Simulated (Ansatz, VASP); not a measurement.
## K: VASP beside Ansatz

INCAR

```
PREC = Accurate
ENCUT = 500
EDIFF = 1E-6
ISMEAR = 0
SIGMA = 0.1
LREAL = False
LASPH = True
NELM = 120
ALGO = Normal
ISIF = 2
LWAVE = False
LCHARG = False
GGA = PE
NBANDS = 10
GGA_COMPAT = False
```

KPOINTS

```
regular mesh
0
Gamma
  6 6 6
```

File POSCAR:

```
K
1.0
    0.0000000000      2.6226778832      2.6226778832
    2.6226778832      0.0000000000      2.6226778832
    2.6226778832      2.6226778832      0.0000000000
K
1
Direct
    0.0000000000      0.0000000000      0.0000000000
```

Input for Ansatz:

```yaml
crystal:
  lattice:
    - [0.0, 2.6226778832, 2.6226778832]
    - [2.6226778832, 0.0, 2.6226778832]
    - [2.6226778832, 2.6226778832, 0.0]
  atoms:
    - { symbol: K, position: [0.0, 0.0, 0.0] }
basis:
  ecutwfc: 420
kpoints:
  mp_grid: { grid: [6, 6, 6] }
hamiltonian:
  xc: pbe
scf:
  occupations: { method: gaussian, width: 0.1 }
output:
  forces: true
  stress: true
  eigenvalues: true
```

Alike in both runs: task single point; functional PBE; k mesh 6 × 6 × 6; occupations gaussian, width 0.1 eV; no spin polarisation.

|  | VASP | Ansatz |
| --- | --- | --- |
| version | VASP 6.6.1 | Ansatz 0.2.0 |
| potentials or method | VASP PAW PBE potentials, release 64 (K_sv), cutoff 500 eV | scalar-relativistic, plane waves, PAW |
| valence electrons in the cell | 9 | 9 |

```tsv
	VASP	Ansatz	Ansatz less VASP
gap on the k mesh at the Fermi level (eV)	none	none	-
pressure (GPa)	9.9	9.9	+0.02
```

A gap of «none» marks a metal or a gap that the smearing closes.
